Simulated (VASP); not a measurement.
A run of VASP 6.6.1 is set up as follows.

The input INCAR:

```
ALGO = Fast
EDIFF = 1E-6
ENCUT = 520
GGA = PE
ISIF = 2
ISMEAR = 0
LASPH = T
LCHARG = F
LREAL = F
LWAVE = F
NBANDS = 10
NELM = 60
PREC = Accurate
SIGMA = 0.1
```

File KPOINTS:

```
k-points
0
Gamma
  15 15 14
```

POSCAR

```
Br
1.0
    3.9571867843      0.0000000000      0.0000000000
   -1.9785933921      3.4270242827      0.0000000000
    0.0000000000      0.0000000000      2.5972375985
Br
1
Direct
    0.0000000000      0.0000000000      0.0000000000
```

Potentials or basis: VASP PAW PBE potentials, release 64 (Br).

Launch:

```bash
$ cat potpaw_PBE.64/Br/POTCAR > POTCAR
$ mpirun -np 1 vasp_std > vasp.out
```

Question: Predict the band gap on the k mesh.

Answer: Zero (an odd number of electrons rules out a gap without spin polarisation).

Question: Predict the pressure.

Answer: 0.0 GPa.

Caveat: an odd number of electrons without spin polarisation forces a metal; a magnetic or distorted state may lie lower.
